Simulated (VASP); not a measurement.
# ZrC (Fm-3m) in VASP: notebook, part 2 of 2

VASP 6.6.1. Earlier steps stand in the parts before.

## Step 3: Electric field gradients, PBE (volume scaled by 0.99)

Contents of INCAR:

```
PREC = Accurate
ENCUT = 520
EDIFF = 1E-8
ISMEAR = -1
SIGMA = 0.05
LREAL = F
LASPH = T
NELM = 100
ALGO = Normal
ISIF = 2
LWAVE = F
LCHARG = F
GGA = PE
LEFG = T
NBANDS = 15
```

Contents of KPOINTS:

```
Automatic mesh
0
Gamma
  15 15 15
```

Contents of POSCAR:

```
ZrC
1.0
    0.0000000000      2.3423497072      2.3423497072
    2.3423497072      0.0000000000      2.3423497072
    2.3423497072      2.3423497072      0.0000000000
Zr C
1 1
Direct
    0.5000000000      0.5000000000      0.5000000000
    0.0000000000      0.0000000000      0.0000000000
```

Potentials or basis: VASP PAW PBE potentials, release 64 (Zr_sv, C).

Command:

```sh
$ cat potpaw_PBE.64/Zr_sv/POTCAR potpaw_PBE.64/C/POTCAR > POTCAR
$ mpirun -np 1 vasp_std > vasp.out
```

OUTCAR:

```text
PREC = Accurate
   ENCUT = 520
   EDIFF = 1E-8
   ISMEAR = -1
   LREAL = F
   LASPH = T
   NELM = 100
   ISIF = 2
   GGA = PE

 ion  position               nearest neighbor table
   1  0.500  0.500  0.500-   2 2.34   2 2.34   2 2.34   2 2.34   2 2.34   2 2.34
   2  0.000  0.000  0.000-   1 2.34   1 2.34   1 2.34   1 2.34   1 2.34   1 2.34

  LATTYP: Found a face centered cubic cell.
 ALAT       =     4.6846994144

  Lattice vectors:

 A1 = (   0.0000000000,   2.3423497072,   2.3423497072)
 A2 = (   2.3423497072,   0.0000000000,   2.3423497072)
 A3 = (   2.3423497072,   2.3423497072,   0.0000000000)

Analysis of symmetry for initial positions (statically):
=====================================================================
 Subroutine PRICEL returns:
 Original cell was already a primitive cell.

 Routine SETGRP: Setting up the symmetry group for a
 face centered cubic supercell.

 Subroutine GETGRP returns: Found 48 space group operations
 (whereof 48 operations were pure point group operations)
 out of a pool of 48 trial point group operations.

The static configuration has the point symmetry O_h .

Analysis of symmetry for dynamics (positions and initial velocities):
=====================================================================
 Subroutine PRICEL returns:
 Original cell was already a primitive cell.

 Routine SETGRP: Setting up the symmetry group for a
 face centered cubic supercell.

 Subroutine GETGRP returns: Found 48 space group operations
 (whereof 48 operations were pure point group operations)
 out of a pool of 48 trial point group operations.

The dynamic configuration has the point symmetry O_h .

[... 574 lines left out ...]
      6       7.3679      2.00000
      7       9.0248      2.00000
      8       9.2781      1.99972
      9      10.2968      0.00002
     10      12.7011      0.00000
     11      13.1053      0.00000
     12      13.7383      0.00000
     13      15.6804      0.00000
     14      19.2246      0.00000
     15      22.4032      0.00000

 [... further k-points ...]

------------------------ aborting loop because EDIFF is reached ----------------------------------------

  FORCE on cell =-STRESS in cart. coord.  units (eV):
  Direction    XX          YY          ZZ          XY          YZ          ZX
  --------------------------------------------------------------------------------------
  -------------------------------------------------------------------------------------
  Total        0.6026114      0.6026114      0.6026114      0.0000000     -0.0000000      0.0000000
  in kB       37.5632128     37.5632128     37.5632128      0.0000000     -0.0000000      0.0000000
  external PRESSURE =      37.5632128 kB  Pullay stress =       0.0000000 kB

 VOLUME and BASIS-vectors are now :
 -----------------------------------------------------------------------------
  energy-cutoff  :      520.00
  volume of cell :       25.70
      direct lattice vectors                 reciprocal lattice vectors
     0.000000000  2.342349707  2.342349707    -0.213460867  0.213460867  0.213460867
     2.342349707  0.000000000  2.342349707     0.213460867 -0.213460867  0.213460867
     2.342349707  2.342349707  0.000000000     0.213460867  0.213460867 -0.213460867

 POSITION                                       TOTAL-FORCE (eV/Angst)
 -----------------------------------------------------------------------------------
      2.34235      2.34235      2.34235         0.000000      0.000000      0.000000
      0.00000      0.00000      0.00000        -0.000000     -0.000000     -0.000000
 -----------------------------------------------------------------------------------
    total drift:                                0.000000      0.000000      0.000000

  FREE ENERGIE OF THE ION-ELECTRON SYSTEM (eV)
  ---------------------------------------------------
  free  energy   TOTEN  =       -19.4578061008 eV

  energy  without entropy=      -19.4553133287  energy(sigma->0) =      -19.45655971

 Electric field gradients (V/A^2)
---------------------------------------------------------------------
 ion       V_xx      V_yy      V_zz      V_xy      V_xz      V_yz
---------------------------------------------------------------------
   1       0.000     0.000     0.000    -0.000    -0.000    -0.000
   2       0.000     0.000    -0.000    -0.000    -0.000    -0.000
---------------------------------------------------------------------

 Electric field gradients after diagonalization (V/A^2)
 (convention: |V_zz| > |V_xx| > |V_yy|)
----------------------------------------------------------------------
 ion       V_xx      V_yy      V_zz     asymmetry (V_yy - V_xx)/ V_zz
----------------------------------------------------------------------
   1       0.000     0.000    -0.000       0.000
   2       0.000     0.000    -0.000       0.000
----------------------------------------------------------------------

           NMR quadrupolar parameters

 Cq : quadrupolar parameter    Cq=e*Q*V_zz/h
 eta: asymmetry parameters     (V_yy - V_xx)/ V_zz
 Q  : nuclear electric quadrupole moment in mb (millibarn)
----------------------------------------------------------------------
 ion       Cq(MHz)       eta       Q (mb)
----------------------------------------------------------------------
   1      -0.000       0.000       1.000
   2      -0.000       0.000       1.000
----------------------------------------------------------------------
```

Wall time 27 s (1 thread of Intel Xeon 6975P-C (Granite Rapids), shared host); peak memory 0.19 GiB.

Results:

```yaml
Free_energy: -19.4578 eV
Pressure: 3.8 GPa
Band_gap_on_the_k_mesh: zero (band 8 reaches 10.67 eV, above the bottom of band 9 at 9.36 eV)
```

Caveat: the cell differs from its parent crystal (volume scaled by 0.99); without QUAD_EFG the Cq values of the log hold for a quadrupole moment of 1 mb, not for the nuclei.

## Step 4: Electric field gradients, PBE

This run uses another cell than the first one, of 12.98 Å³/atom, 1.020 times its volume.

Contents of INCAR:

```
SYSTEM = ZrC
PREC = Accurate
ENCUT = 520
EDIFF = 1E-8
ISMEAR = -1
SIGMA = 0.05
LREAL = .False.
LASPH = .True.
NELM = 60
ALGO = Normal
ISIF = 2
LWAVE = .False.
LCHARG = .False.
GGA = PE
LEFG = .True.
NBANDS = 15
```

Contents of KPOINTS:

```
Automatic mesh
0
Gamma
  15 15 15
  0 0 0
```

Contents of POSCAR:

```
ZrC
1.0
    0.0000000000      2.3502100000      2.3502100000
    2.3502100000      0.0000000000      2.3502100000
    2.3502100000      2.3502100000      0.0000000000
Zr C
1 1
Direct
    0.5000000000      0.5000000000      0.5000000000
    0.0000000000      0.0000000000      0.0000000000
```

Potentials or basis: VASP PAW PBE potentials, release 64 (Zr_sv, C).

Command:

```sh
$ cat potpaw_PBE.64/Zr_sv/POTCAR potpaw_PBE.64/C/POTCAR > POTCAR
$ mpirun -np 1 vasp_std > vasp.out
```

OUTCAR:

```text
SYSTEM = ZrC
   PREC = Accurate
   ENCUT = 520
   EDIFF = 1E-8
   ISMEAR = -1
   LREAL = .False.
   LASPH = .True.
   NELM = 60
   ISIF = 2
   GGA = PE

 ion  position               nearest neighbor table
   1  0.500  0.500  0.500-   2 2.35   2 2.35   2 2.35   2 2.35   2 2.35   2 2.35
   2  0.000  0.000  0.000-   1 2.35   1 2.35   1 2.35   1 2.35   1 2.35   1 2.35

  LATTYP: Found a face centered cubic cell.
 ALAT       =     4.7004200000

  Lattice vectors:

 A1 = (   0.0000000000,   2.3502100000,   2.3502100000)
 A2 = (   2.3502100000,   0.0000000000,   2.3502100000)
 A3 = (   2.3502100000,   2.3502100000,   0.0000000000)

Analysis of symmetry for initial positions (statically):
=====================================================================
 Subroutine PRICEL returns:
 Original cell was already a primitive cell.

 Routine SETGRP: Setting up the symmetry group for a
 face centered cubic supercell.

 Subroutine GETGRP returns: Found 48 space group operations
 (whereof 48 operations were pure point group operations)
 out of a pool of 48 trial point group operations.

The static configuration has the point symmetry O_h .

Analysis of symmetry for dynamics (positions and initial velocities):
=====================================================================
 Subroutine PRICEL returns:
 Original cell was already a primitive cell.

 Routine SETGRP: Setting up the symmetry group for a
 face centered cubic supercell.

 Subroutine GETGRP returns: Found 48 space group operations
 (whereof 48 operations were pure point group operations)
 out of a pool of 48 trial point group operations.

The dynamic configuration has the point symmetry O_h .

 Subroutine INISYM returns: Found 48 space group operations
 (whereof 48 operations are pure point group operations),
 and found     1 'primitive' translations

----------------------------------------------------------------------------------------

                                     Primitive cell

  volume of cell :      25.9627

  direct lattice vectors                    reciprocal lattice vectors
     0.000000000  2.350210000  2.350210000    -0.212746946  0.212746946  0.212746946
     2.350210000  0.000000000  2.350210000     0.212746946 -0.212746946  0.212746946
     2.350210000  2.350210000  0.000000000     0.212746946  0.212746946 -0.212746946

  length of vectors
     3.323698856  3.323698856  3.323698856     0.368488520  0.368488520  0.368488520

  position of ions in fractional coordinates (direct lattice)
     0.500000000  0.500000000  0.500000000
     0.000000000  0.000000000  0.000000000

  ion indices of the primitive-cell ions
   primitive index   ion index
                 1           1
                 2           2

----------------------------------------------------------------------------------------

 KPOINTS: Automatic mesh

Automatic generation of k-mesh.
 Grid dimensions read from file:
 generate k-points for:   15   15   15

[... 80 lines left out ...]
   IALGO  =     38    algorithm
   IMIX   =      4    mixing-type and parameters
     AMIX     =   0.40;   BMIX     =  1.00
     AMIX_MAG =   1.60;   BMIX_MAG =  1.00
  volume/ion in A,a.u.               =      12.98        87.60
  Fermi-wavevector in a.u.,A,eV,Ry     =   1.393151  2.632673 26.407131  1.940869
  Thomas-Fermi vector in A             =   2.516825
   LORBIT       =      0    0 simple, 1 ext, 2 COOP (PROOUT), +10 PAW based schemes
   GGA     = PE    functional components
   LHFCALC =     F    Hartree Fock is set to
   AEXX    =    0.0000 exact exchange contribution
   IVDW    =     0    specifies the selected vdW correction
   LEPSILON=     F    determine dielectric tensor
   LRPA    =     F    only Hartree local field effects (RPA)
 non-spin polarized calculation
  energy-cutoff  :      520.00
  volume of cell :       25.96
 maximum number of plane-waves:       725
 NGX is ok and might be reduce to    28
   NGX = 13   NGY = 13   NGZ = 13

 number of electron      16.0000000 magnetization

 Free energy of the ion-electron system (eV)
  ---------------------------------------------------
  ext. energy  EPLUGINS =         0.00000000
  ---------------------------------------------------
  free energy    TOTEN  =       -19.46214485 eV

  energy without entropy =      -19.45959924  energy(sigma->0) =      -19.46087205

 E-fermi :   9.6037     XC(G=0): -12.1333

 val. band max:        9.5970834516   @ k =   0.3333   0.2667   0.0000
 cond. band min:       9.6201841435   @ k =   0.4000   0.3333   0.0000
 fundamental gap:      0.0231006919
 Fermi energy:         9.6036999767

 k-point     1 :       0.0000    0.0000    0.0000
  band No.  band energies     occupation
      1     -38.4919      2.00000
      2     -16.2024      2.00000
      3     -16.2024      2.00000
      4     -16.2024      2.00000
      5      -1.6941      2.00000
      6      10.5472      0.00000
      7      10.5472      0.00000
      8      10.5472      0.00000
      9      10.7071      0.00000
     10      10.7071      0.00000
     11      10.7071      0.00000
     12      12.4253      0.00000
     13      12.4253      0.00000
     14      16.9211      0.00000
[... 401 lines left out ...]
      2     -16.4445      2.00000
      3     -16.2728      2.00000
      4     -16.2636      2.00000
      5      -0.9135      2.00000
      6       7.2750      2.00000
      7       8.9187      2.00000
      8       9.1684      1.99967
      9      10.1841      0.00002
     10      12.5564      0.00000
     11      12.9593      0.00000
     12      13.5830      0.00000
     13      15.4877      0.00000
     14      18.9996      0.00000
     15      22.2356      0.00000

 [... further k-points ...]

------------------------ aborting loop because EDIFF is reached ----------------------------------------

  FORCE on cell =-STRESS in cart. coord.  units (eV):
  Direction    XX          YY          ZZ          XY          YZ          ZX
  --------------------------------------------------------------------------------------
  -------------------------------------------------------------------------------------
  Total        0.2301799      0.2301799      0.2301799      0.0000000      0.0000000      0.0000000
  in kB       14.2045689     14.2045689     14.2045689      0.0000000      0.0000000      0.0000000
  external PRESSURE =      14.2045689 kB  Pullay stress =       0.0000000 kB

 VOLUME and BASIS-vectors are now :
 -----------------------------------------------------------------------------
  energy-cutoff  :      520.00
  volume of cell :       25.96
      direct lattice vectors                 reciprocal lattice vectors
     0.000000000  2.350210000  2.350210000    -0.212746946  0.212746946  0.212746946
     2.350210000  0.000000000  2.350210000     0.212746946 -0.212746946  0.212746946
     2.350210000  2.350210000  0.000000000     0.212746946  0.212746946 -0.212746946

 POSITION                                       TOTAL-FORCE (eV/Angst)
 -----------------------------------------------------------------------------------
      2.35021      2.35021      2.35021        -0.000000     -0.000000      0.000000
      0.00000      0.00000      0.00000         0.000000      0.000000     -0.000000
 -----------------------------------------------------------------------------------
    total drift:                                0.000000      0.000000      0.000000

  FREE ENERGIE OF THE ION-ELECTRON SYSTEM (eV)
  ---------------------------------------------------
  free  energy   TOTEN  =       -19.4621448476 eV

  energy  without entropy=      -19.4595992424  energy(sigma->0) =      -19.46087205

 Electric field gradients (V/A^2)
---------------------------------------------------------------------
 ion       V_xx      V_yy      V_zz      V_xy      V_xz      V_yz
---------------------------------------------------------------------
   1      -0.000     0.000    -0.000    -0.000    -0.000    -0.000
   2       0.000     0.000    -0.000    -0.000    -0.000    -0.000
---------------------------------------------------------------------

 Electric field gradients after diagonalization (V/A^2)
 (convention: |V_zz| > |V_xx| > |V_yy|)
----------------------------------------------------------------------
 ion       V_xx      V_yy      V_zz     asymmetry (V_yy - V_xx)/ V_zz
----------------------------------------------------------------------
   1       0.000     0.000    -0.000       0.000
   2       0.000     0.000    -0.000       0.000
----------------------------------------------------------------------

           NMR quadrupolar parameters

 Cq : quadrupolar parameter    Cq=e*Q*V_zz/h
 eta: asymmetry parameters     (V_yy - V_xx)/ V_zz
 Q  : nuclear electric quadrupole moment in mb (millibarn)
----------------------------------------------------------------------
 ion       Cq(MHz)       eta       Q (mb)
----------------------------------------------------------------------
   1      -0.000       0.000       1.000
   2      -0.000       0.000       1.000
----------------------------------------------------------------------
```

OSZICAR:

```text
N       E                     dE             d eps       ncg     rms          rms(c)
DAV:   1     0.100246468676E+03    0.10025E+03   -0.86354E+03  3608   0.108E+03
DAV:   2    -0.167072413413E+02   -0.11695E+03   -0.10933E+03  4510   0.288E+02
DAV:   3    -0.227990176157E+02   -0.60918E+01   -0.60541E+01  5909   0.553E+01
DAV:   4    -0.229296400211E+02   -0.13062E+00   -0.13051E+00  4430   0.606E+00
DAV:   5    -0.229314173695E+02   -0.17773E-02   -0.17773E-02  4721   0.588E-01    0.204E+01
DAV:   6    -0.195768982587E+02    0.33545E+01   -0.63720E+00  4232   0.227E+01    0.705E+00
DAV:   7    -0.194772542387E+02    0.99644E-01   -0.63284E-01  4108   0.591E+00    0.618E+00
DAV:   8    -0.195027449553E+02   -0.25491E-01   -0.34494E-01  4350   0.457E+00    0.529E+00
DAV:   9    -0.194636894282E+02    0.39056E-01   -0.63152E-02  4013   0.183E+00    0.107E+00
DAV:  10    -0.194621540377E+02    0.15354E-02   -0.71154E-03  4657   0.681E-01    0.876E-02
DAV:  11    -0.194621529792E+02    0.10586E-05   -0.18934E-04  4120   0.130E-01    0.552E-02
DAV:  12    -0.194621467510E+02    0.62281E-05   -0.45443E-06  4550   0.185E-02    0.174E-02
DAV:  13    -0.194621449256E+02    0.18254E-05   -0.26109E-06  4511   0.102E-02    0.360E-03
DAV:  14    -0.194621448463E+02    0.79348E-07   -0.10305E-07  4164   0.206E-03    0.977E-04
DAV:  15    -0.194621448476E+02   -0.13742E-08   -0.51057E-09  3158   0.645E-04
   1 F= -.19462145E+02 E0= -.19460872E+02  d E =-.254561E-02
```

It took 27 s on 1 thread of Intel Xeon 6975P-C (Granite Rapids), shared host; peak memory 0.18 GiB.

Results:

* Free energy: -19.4621 eV
* Pressure: 1.4 GPa
* Band gap on the k mesh: zero (band 8 reaches 10.55 eV, above the bottom of band 9 at 9.25 eV)

Caveat: without QUAD_EFG the Cq values of the log hold for a quadrupole moment of 1 mb, not for the nuclei.

## Step 5: Overview

| cell | gap on the mesh (eV) | pressure (GPa) |
| --- | --- | --- |
| a = 3.301 Å, angles 60.0°, 2 atoms | none | 6.2 |
| a = 3.313 Å, angles 60.0°, 2 atoms | none | 3.8 |
| a = 3.324 Å, angles 60.0°, 2 atoms | none | 1.4 |

Alike in all rows: task electric field gradients; level PBE; potentials or basis VASP PAW PBE potentials, release 64 (Zr_sv, C); no spin polarisation; k mesh 15 × 15 × 15; cutoff (eV) 520; smearing fermi-dirac 0.05 eV.

Absolute energies hang on the potentials; compare differences alone.
